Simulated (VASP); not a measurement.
Here is a VASP 6.6.1 calculation.

File INCAR:

```
SYSTEM = HC18Cl
  ALGO = Normal
  EDIFF = 1E-7
  ENCUT = 520
  GGA = PE
  ISIF = 2
  ISMEAR = -1
  IVDW = 12
  LASPH = .TRUE.
  LCHARG = .FALSE.
  LREAL = Auto
  LWAVE = .FALSE.
  NBANDS = 56
  NELM = 80
  PREC = Accurate
  SIGMA = 0.02
```

Contents of KPOINTS:

```
k-points
0
G
  2 2 1
  0 0 0
```

POSCAR

```
HC18Cl
1.0
    7.3980000000      0.0000000000      0.0000000000
   -3.6990000000      6.4068560000      0.0000000000
    0.0000000000      0.0000000000     11.0000000000
C Cl H
18 1 1
Direct
   -0.0003683261     -0.0049859088      0.0887719091
    0.2193367833      0.1050533990      0.0888607273
   -0.0016153455      0.3265533048      0.0888172727
    0.2208242859      0.4376580338      0.0887669091
   -0.0026813562      0.6609681878      0.0891039091
    0.2216315111      0.7730872990      0.0891308182
    0.3314926927     -0.0071746579      0.0891318182
    0.5538536776      0.1040777255      0.0891792727
    0.3305885212      0.3275979669      0.0888947273
    0.5549522672      0.4397653077      0.0891947273
    0.3328054212      0.6619330917      0.0890710909
    0.5525656138      0.7717070588      0.0891787273
    0.6635641481     -0.0059757859      0.0891439091
    0.8882430277      0.1062800537      0.0889951818
    0.6661225897      0.3285817568      0.0891602727
    0.8859788592      0.4386397946      0.0890349091
    0.6648454726      0.6595273875      0.0891929091
    0.8873106042      0.7707434036      0.0890710000
    1.0180538555      0.1966554266      0.4105300909
    0.9682161355      0.1882692541      0.2967698182
```

Potentials or basis: VASP PAW PBE potentials, release 64 (C, Cl, H).

Command:

```sh
$ cat potpaw_PBE.64/C/POTCAR potpaw_PBE.64/Cl/POTCAR potpaw_PBE.64/H/POTCAR > POTCAR
$ mpirun -np 1 vasp_std > vasp.out
```

(1) Predict the largest force.

(2) What does it give for the band gap on the k mesh?

(3) Predict the dispersion energy per atom.

## Answers

(1) 0.147 eV/Å.

(2) 0.20 eV, direct.

(3) -0.089 eV.

Caveat: the k points lie up to 0.49 Å⁻¹ apart.
